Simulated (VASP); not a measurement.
Set up this calculation in VASP 6.6.1, as the native input.

```
Task                   : relaxation of cell and atoms
Functional             : LDA
Potentials or basis    : VASP PAW LDA potentials, release 64 (Ba_sv)
Cutoff                 : 600 eV
k mesh                 : 10 × 10 × 6
Occupations            : fermi-dirac, width 0.1 eV
Spin                   : no spin polarisation
Target pressure        : -0.15 GPa
Dipole correction      : no
Further INCAR settings : ALGO = Normal; EDIFF = 1e-06; IBRION = 2; EDIFFG = -0.005; NSW = 60; ISIF = 3
```

The structure of Ba lies in POSCAR:

```
Ba
1.0
    4.2740382187      0.0000000000      0.0000000000
   -2.1370191094      3.7014256742      0.0000000000
    0.0000000000      0.0000000000      6.9239419143
Ba
2
Direct
    0.3333333333      0.6666666667      0.2500000000
    0.6666666667      0.3333333333      0.7500000000
```

This isn't the form of Ba at room conditions, which is bcc.

The input as run:

INCAR

```
SYSTEM = Ba
PREC = Accurate
ENCUT = 600
EDIFF = 1E-6
ISMEAR = -1
SIGMA = 0.1
LREAL = .False.
LASPH = .True.
NELM = 80
ALGO = Normal
ISIF = 3
LWAVE = .False.
LCHARG = .False.
IBRION = 2
NSW = 60
EDIFFG = -0.005
PSTRESS = -1.5
```

KPOINTS

```
Automatic mesh
0
Gamma
  10 10 6
  0 0 0
```

Potentials or basis: VASP PAW LDA potentials, release 64 (Ba_sv).

Command:

```bash
$ cat potpaw_LDA.64/Ba_sv/POTCAR > POTCAR
$ mpirun -np 1 vasp_std > vasp.out
```

It gave:

* Energy change on relaxing (the run minimises the enthalpy): -0.0 meV/atom
* Ionic steps: 2
* Pressure after relaxing: -0.1 GPa
* Band gap on the k mesh: zero (bands 10 and 11 overlap by 0.40 eV)

Caveat: the cell is relaxed towards a set pressure, so the run minimises the enthalpy, not the energy; spin-orbit coupling is left out, which moves the levels of the heavy elements.

Run time: 53 s on 1 thread of Intel(R) Xeon(R) 6975P-C (Granite Rapids) (shared host), peak memory 0.26 GiB.
